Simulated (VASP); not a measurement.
Here is a VASP 6.6.1 calculation.

The input INCAR:

```
ALGO = Normal
EDIFF = 1E-6
ENCUT = 520
GGA = PE
ISIF = 2
ISMEAR = 0
LASPH = True
LCHARG = False
LREAL = False
LWAVE = False
NBANDS = 16
NELM = 60
PREC = Accurate
SIGMA = 0.01
```

File KPOINTS:

```
k-points
0
Gamma
  9 9 6
```

POSCAR

```
Si
1.0
    3.8705962637      0.0000000000      0.0000000000
   -1.9352981318      3.3520346921      0.0000000000
    0.0000000000      0.0000000000      6.3544717129
Si
4
Direct
    0.3333333333      0.6666666667     -0.0004883209
    0.6666666667      0.3333333333      0.4995116791
    0.3333333333      0.6666666667      0.3744883209
    0.6666666667      0.3333333333      0.8744883209
```

Potentials or basis: VASP PAW PBE potentials, release 64 (Si).

Run with:

```sh
$ cat potpaw_PBE.64/Si/POTCAR > POTCAR
$ mpirun -np 1 vasp_std > vasp.out
```

Problem. Predict the pressure.

Solution. -0.8 GPa.

Problem. What does it give for the band gap on the k mesh?

Solution. 0.49 eV (least direct gap 0.91 eV).

Stress tensor (GPa, compression positive):
```
-1.13  0.00  0.00
 0.00 -1.13  0.00
 0.00  0.00 -0.05
```

A k mesh can miss the band edges.
